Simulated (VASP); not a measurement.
# Sb3P (Pm-3m) in VASP: notebook

Sb3P is run at these levels: PBE; tasks: single point, relaxation of cell and atoms.

Program: VASP 6.6.1. These are calculated values, not measurements. Logs are shortened: lines on timing, memory, paths and dates and some standing lists are left out, and cuts for length are marked.

### 1 The cell of the first run

It takes space group Pm-3m (No. 221, cubic). The conventional cell has a = 4.619 Å, b = 4.619 Å, c = 4.619 Å, α = 90.00°, β = 90.00°, γ = 90.00°. Sb (site symmetry 4/mmm) has 8 Sb at 3.27 Å and 4 P at 3.27 Å within 4.3 Å. Within 4.3 Å of P (site symmetry m-3m) lie 12 Sb at 3.27 Å.

### 2 Single point, PBE

INCAR

```
SYSTEM = Sb3P
PREC = Accurate ; ENCUT = 520
EDIFF = 1E-6 ; ISMEAR = 0
SIGMA = 0.1 ; LREAL = .False.
LASPH = .True. ; NELM = 80
ALGO = Normal ; ISIF = 2
LWAVE = .False. ; LCHARG = .False.
GGA = PE ; NBANDS = 18
```

KPOINTS

```
Automatic mesh
0
Gamma
  4 4 4
  0 0 0
```

POSCAR

```
Sb3P
1.0
    4.6189793547      0.0000000000      0.0000000000
    0.0000000000      4.6189793547      0.0000000000
    0.0000000000      0.0000000000      4.6189793547
Sb P
3 1
Direct
    0.0000000000      0.5000000000      0.5000000000
    0.5000000000      0.0000000000      0.5000000000
    0.5000000000      0.5000000000      0.0000000000
    0.0000000000      0.0000000000      0.0000000000
```

Potentials or basis: VASP PAW PBE potentials, release 64 (Sb, P).

The run is started by

```
$ cat potpaw_PBE.64/Sb/POTCAR potpaw_PBE.64/P/POTCAR > POTCAR
$ mpirun -np 1 vasp_std > vasp.out
```

OUTCAR:

```text
SYSTEM = Sb3P
   PREC = Accurate
   ENCUT = 520
   EDIFF = 1E-6
   ISMEAR = 0
   LREAL = .False.
   LASPH = .True.
   NELM = 80
   ISIF = 2
   GGA = PE

 ion  position               nearest neighbor table
   1  0.000  0.500  0.500-   2 3.27   3 3.27   4 3.27   3 3.27   4 3.27   2 3.27   4 3.27   4 3.27
                             2 3.27   3 3.27   3 3.27   2 3.27
   2  0.500  0.000  0.500-   1 3.27   3 3.27   4 3.27   3 3.27   4 3.27   1 3.27   3 3.27   3 3.27
                             1 3.27   4 3.27   4 3.27   1 3.27
   3  0.500  0.500  0.000-   1 3.27   2 3.27   4 3.27   1 3.27   2 3.27   2 3.27   4 3.27   2 3.27
                             1 3.27   4 3.27   1 3.27   4 3.27
   4  0.000  0.000  0.000-   1 3.27   2 3.27   3 3.27   1 3.27   2 3.27   1 3.27   3 3.27   1 3.27
                             2 3.27   3 3.27   2 3.27   3 3.27

  LATTYP: Found a simple cubic cell.
 ALAT       =     4.6189793547

  Lattice vectors:

 A1 = (   4.6189793547,   0.0000000000,   0.0000000000)
 A2 = (   0.0000000000,   4.6189793547,   0.0000000000)
 A3 = (   0.0000000000,   0.0000000000,   4.6189793547)

Analysis of symmetry for initial positions (statically):
=====================================================================
 Subroutine PRICEL returns:
 Original cell was already a primitive cell.

 Routine SETGRP: Setting up the symmetry group for a
 simple cubic supercell.

 Subroutine GETGRP returns: Found 48 space group operations
 (whereof 48 operations were pure point group operations)
 out of a pool of 48 trial point group operations.

The static configuration has the point symmetry O_h .

Analysis of symmetry for dynamics (positions and initial velocities):
=====================================================================
 Subroutine PRICEL returns:
 Original cell was already a primitive cell.

 Routine SETGRP: Setting up the symmetry group for a
 simple cubic supercell.

 Subroutine GETGRP returns: Found 48 space group operations
 (whereof 48 operations were pure point group operations)
 out of a pool of 48 trial point group operations.

The dynamic configuration has the point symmetry O_h .

 Subroutine INISYM returns: Found 48 space group operations
 (whereof 48 operations are pure point group operations),
 and found     1 'primitive' translations

----------------------------------------------------------------------------------------

                                     Primitive cell

  volume of cell :      98.5458

  direct lattice vectors                    reciprocal lattice vectors
     4.618979355  0.000000000  0.000000000     0.216498045  0.000000000  0.000000000
     0.000000000  4.618979355  0.000000000     0.000000000  0.216498045  0.000000000
[... 80 lines left out ...]
   ISIF   =      2    stress and relaxation
   ISYM   =      2    0-nonsym 1-usesym 2-fastsym
   POTIM  = 0.5000    time-step for ionic-motion
   TEBEG  =    0.0;   TEEND  =   0.0 temperature during run
   PSTRESS=    0.0 pullay stress
   NELECT =      20.0000    total number of electrons
   NUPDOWN=      -1.0000    fix difference up-down
   EMIN   =  10.00;   EMAX   =-10.00  energy-range for DOS
   EFERMI =   0.00;   METHOD = LEGACY
   ISMEAR =     0;   SIGMA  =   0.10  broadening in eV -4-tet -1-fermi 0-gaus
   EFERMI_NEDOS =   21; number of points for ismear=-14 and -15
   IALGO  =     38    algorithm
   IMIX   =      4    mixing-type and parameters
     AMIX     =   0.40;   BMIX     =  1.00
     AMIX_MAG =   1.60;   BMIX_MAG =  1.00
  volume/ion in A,a.u.               =      24.64       166.25
  Fermi-wavevector in a.u.,A,eV,Ry     =   0.962067  1.818044 12.593193  0.925574
  Thomas-Fermi vector in A             =   2.091494
   LORBIT       =      0    0 simple, 1 ext, 2 COOP (PROOUT), +10 PAW based schemes
   GGA     = PE    functional components
   LHFCALC =     F    Hartree Fock is set to
   AEXX    =    0.0000 exact exchange contribution
   IVDW    =     0    specifies the selected vdW correction
   LEPSILON=     F    determine dielectric tensor
   LRPA    =     F    only Hartree local field effects (RPA)
 non-spin polarized calculation
 Gauss-broadening in eV      SIGMA  =   0.10
  energy-cutoff  :      520.00
  volume of cell :       98.55
 maximum number of plane-waves:      2680
 NGX is ok and might be reduce to    36
   NGX = 17   NGY = 17   NGZ = 17

 number of electron      19.9999999 magnetization

 Free energy of the ion-electron system (eV)
  ---------------------------------------------------
  ext. energy  EPLUGINS =         0.00000000
  ---------------------------------------------------
  free energy    TOTEN  =       -15.72809040 eV

  energy without entropy =      -15.70970198  energy(sigma->0) =      -15.71889619

 E-fermi :   8.2187     XC(G=0): -10.2952

 val. band max:        8.1633078611   @ k =   0.0000   0.0000   0.0000
 cond. band min:       8.2357782596   @ k =   0.5000   0.2500   0.2500
 fundamental gap:      0.0724703985
 Fermi energy:         8.2187212165

 k-point     1 :       0.0000    0.0000    0.0000
  band No.  band energies     occupation
      1      -4.9666      2.00000
      2      -0.1054      2.00000
      3       0.9610      2.00000
      4       0.9610      2.00000
      5       3.2665      2.00000
      6       3.2665      2.00000
[... 187 lines left out ...]
      5       1.9554      2.00000
      6       2.4673      2.00000
[... 10 lines left out ...]
     17      15.6654      0.00000
     18      16.9939      0.00000

------------------------ aborting loop because EDIFF is reached ----------------------------------------

  FORCE on cell =-STRESS in cart. coord.  units (eV):
  Direction    XX          YY          ZZ          XY          YZ          ZX
  --------------------------------------------------------------------------------------
  -------------------------------------------------------------------------------------
  Total       -0.0457803     -0.0457803     -0.0457803      0.0000000     -0.0000000      0.0000000
  in kB       -0.7443059     -0.7443059     -0.7443059      0.0000000     -0.0000000      0.0000000
  external PRESSURE =      -0.7443059 kB  Pullay stress =       0.0000000 kB

 VOLUME and BASIS-vectors are now :
 -----------------------------------------------------------------------------
  energy-cutoff  :      520.00
  volume of cell :       98.55
      direct lattice vectors                 reciprocal lattice vectors
     4.618979355  0.000000000  0.000000000     0.216498045  0.000000000  0.000000000
     0.000000000  4.618979355  0.000000000     0.000000000  0.216498045  0.000000000
     0.000000000  0.000000000  4.618979355     0.000000000  0.000000000  0.216498045

 POSITION                                       TOTAL-FORCE (eV/Angst)
 -----------------------------------------------------------------------------------
      0.00000      2.30949      2.30949         0.000000      0.000000      0.000000
      2.30949      0.00000      2.30949         0.000000      0.000000      0.000000
      2.30949      2.30949      0.00000         0.000000      0.000000      0.000000
      0.00000      0.00000      0.00000         0.000000      0.000000      0.000000
 -----------------------------------------------------------------------------------
    total drift:                               -0.000000      0.000000      0.000000

  FREE ENERGIE OF THE ION-ELECTRON SYSTEM (eV)
  ---------------------------------------------------
  free  energy   TOTEN  =       -15.7280904040 eV

  energy  without entropy=      -15.7097019830  energy(sigma->0) =      -15.71889619
```

OSZICAR:

```text
N       E                     dE             d eps       ncg     rms          rms(c)
DAV:   1     0.755539811643E+02    0.75554E+02   -0.68607E+03   360   0.876E+02
DAV:   2    -0.109940221421E+02   -0.86548E+02   -0.83462E+02   484   0.142E+02
DAV:   3    -0.158403910077E+02   -0.48464E+01   -0.47800E+01   424   0.361E+01
DAV:   4    -0.158884788101E+02   -0.48088E-01   -0.48024E-01   428   0.429E+00
DAV:   5    -0.158890111590E+02   -0.53235E-03   -0.53231E-03   430   0.482E-01    0.400E+00
DAV:   6    -0.157421479145E+02    0.14686E+00   -0.56411E-01   420   0.307E+00    0.236E+00
DAV:   7    -0.157311603947E+02    0.10988E-01   -0.74523E-02   400   0.129E+00    0.133E+00
DAV:   8    -0.157280685207E+02    0.30919E-02   -0.16450E-02   414   0.667E-01    0.126E-01
DAV:   9    -0.157280434734E+02    0.25047E-04   -0.46282E-04   436   0.111E-01    0.922E-02
DAV:  10    -0.157280993597E+02   -0.55886E-04   -0.11828E-04   414   0.667E-02    0.346E-02
DAV:  11    -0.157280918190E+02    0.75407E-05   -0.14499E-05   434   0.179E-02    0.957E-03
DAV:  12    -0.157280907129E+02    0.11062E-05   -0.15770E-06   282   0.666E-03    0.376E-03
DAV:  13    -0.157280904040E+02    0.30889E-06   -0.14305E-07   216   0.247E-03
   1 F= -.15728090E+02 E0= -.15718896E+02  d E =-.183884E-01
```

stdout:

```text
POSCAR found type information on POSCAR SbP
 POSCAR found :  2 types and       4 ions
 scaLAPACK will be used
 LDA part: xc-table for (Slater+PW92), standard interpolation
 POSCAR, INCAR and KPOINTS ok, starting setup
 FFT: planning ... GRIDC
 FFT: planning ... GRID_SOFT
 FFT: planning ... GRID
 WAVECAR not read
 entering main loop
```

Run time: 12 s. Hardware: 1 thread of Intel Xeon 6975P-C (Granite Rapids), shared host; peak memory 0.2 GiB.

Results:

```yaml
Free_energy: -15.7281 eV
Pressure: -0.1 GPa
Band_gap_on_the_k_mesh: zero (bands 10 and 11 overlap by 3.66 eV)
```

Caveat: spin-orbit coupling is left out, which moves the levels of the heavy elements.

### 3 Single point, PBE

This run uses another cell than the first one, of 24.46 Å³/atom.

INCAR

```
PREC = Accurate ; ENCUT = 520
EDIFF = 1E-7 ; ISMEAR = 0
SIGMA = 0.1 ; LREAL = False
LASPH = True ; NELM = 100
ALGO = Normal ; ISIF = 2
LWAVE = False ; LCHARG = False
GGA = PE ; NBANDS = 18
```

KPOINTS

```
Automatic mesh
0
Gamma
  10 10 10
```

POSCAR

```
Sb3P
1.0
    4.6080210215      0.0000000000      0.0000000000
    0.0000000000      4.6080210215      0.0000000000
    0.0000000000      0.0000000000      4.6080210215
Sb P
3 1
Direct
    0.0000000000      0.5000000000      0.5000000000
    0.5000000000      0.0000000000      0.5000000000
    0.5000000000      0.5000000000      0.0000000000
    0.0000000000      0.0000000000      0.0000000000
```

Potentials or basis: VASP PAW PBE potentials, release 64 (Sb, P).

The run is started by

```
$ cat potpaw_PBE.64/Sb/POTCAR potpaw_PBE.64/P/POTCAR > POTCAR
$ mpirun -np 1 vasp_std > vasp.out
```

It took 49 s on 1 thread of Intel Xeon 6975P-C (Granite Rapids), shared host; peak memory 0.24 GiB.

Results (log left out):

```
Free energy            : -15.7318 eV
Pressure               : -0.2 GPa
Band gap on the k mesh : zero (bands 10 and 11 overlap by 3.72 eV)
```

Levels at points of the mesh, in eV from the Fermi level:
```
           k point  band 8  band 9  band 10  band 11  band 12  band 13
(0.00, 0.00, 0.00)   -0.05   -0.05    -0.05     0.88     0.88     0.88
(0.50, 0.00, 0.00)   -3.15   -1.72    -1.31     0.84     0.99     1.76
(0.50, 0.50, 0.00)   -2.32   -1.73    -1.45    -1.26    -1.26     2.81
(0.50, 0.50, 0.50)   -5.82    2.46     2.46     2.46     4.21     4.21
```

Caveat: spin-orbit coupling is left out, which moves the levels of the heavy elements.

(Part 1 of 2 ends here.)
